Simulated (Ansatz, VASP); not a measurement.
# One calculation of Zr2Mo, two programs

Contents of INCAR:

```
SYSTEM = Zr2Mo
PREC = Accurate
ENCUT = 600
EDIFF = 1E-6
ISMEAR = 0
SIGMA = 0.1
LREAL = .False.
LASPH = .True.
NELM = 60
ALGO = Normal
ISIF = 3
LWAVE = .False.
LCHARG = .False.
GGA = PE
IBRION = 2
NSW = 90
EDIFFG = -0.04
```

KPOINTS

```
Automatic mesh
0
Gamma
  4 4 4
  0 0 0
```

Contents of POSCAR:

```
Zr2Mo
1.0
    0.0000000000      3.6248472371      3.6248472371
    3.6248472371      0.0000000000      3.6248472371
    3.6248472371      3.6248472371      0.0000000000
Zr Mo
4 2
Direct
    0.6250000000      0.6250000000      0.6250000000
    0.1250000000      0.6250000000      0.6250000000
    0.6250000000      0.6250000000      0.1250000000
    0.6250000000      0.1250000000      0.6250000000
    0.0000000000      0.0000000000      0.0000000000
    0.2500000000      0.2500000000      0.2500000000
```

Input for Ansatz:

```yaml
crystal:
  lattice:
    - [0.0, 3.6248472371, 3.6248472371]
    - [3.6248472371, 0.0, 3.6248472371]
    - [3.6248472371, 3.6248472371, 0.0]
  atoms:
    - { symbol: Zr, position: [0.625, 0.625, 0.625] }
    - { symbol: Zr, position: [0.125, 0.625, 0.625] }
    - { symbol: Zr, position: [0.625, 0.625, 0.125] }
    - { symbol: Zr, position: [0.625, 0.125, 0.625] }
    - { symbol: Mo, position: [0.0, 0.0, 0.0] }
    - { symbol: Mo, position: [0.25, 0.25, 0.25] }
basis:
  ecutwfc: 420
kpoints:
  mp_grid: { grid: [4, 4, 4] }
hamiltonian:
  xc: pbe
scf:
  occupations: { method: gaussian, width: 0.1 }
  lower_state_search: "off"
output:
  forces: true
  stress: true
  eigenvalues: true
relax:
  adjacent_minimum: "off"
  f_tol: 0.04
  max_steps: 70
  cell: { stress_tol: 0.4 }
```

Alike in both runs: task relaxation of cell and atoms; functional PBE; k mesh 4 × 4 × 4; occupations gaussian, width 0.1 eV; no spin polarisation.

|  | VASP | Ansatz |
| --- | --- | --- |
| version | VASP 6.6.1 | Ansatz 0.2.0 |
| potentials or method | VASP PAW PBE potentials, release 64 (Zr_sv, Mo_sv), cutoff 600 eV | scalar-relativistic, plane waves, PAW |
| valence electrons in the cell | 76 | 76 |

```tsv
	VASP	Ansatz	Ansatz less VASP
gap on the k mesh at the Fermi level, each at its own relaxed structure (eV)	none	none	-
relaxed volume (Å³/atom)	20.55	20.53	-0.025
relaxed length of the cell vector where the two differ most in proportion (Å)	5.587	5.585	-0.0022
```

A gap of «none» marks a metal or a gap that the smearing closes.

The k mesh is coarse, so the values compare programs but aren't converged. Noted on VASP's run: the volume moved by over 15 % at a fixed basis, so the end points are rough.
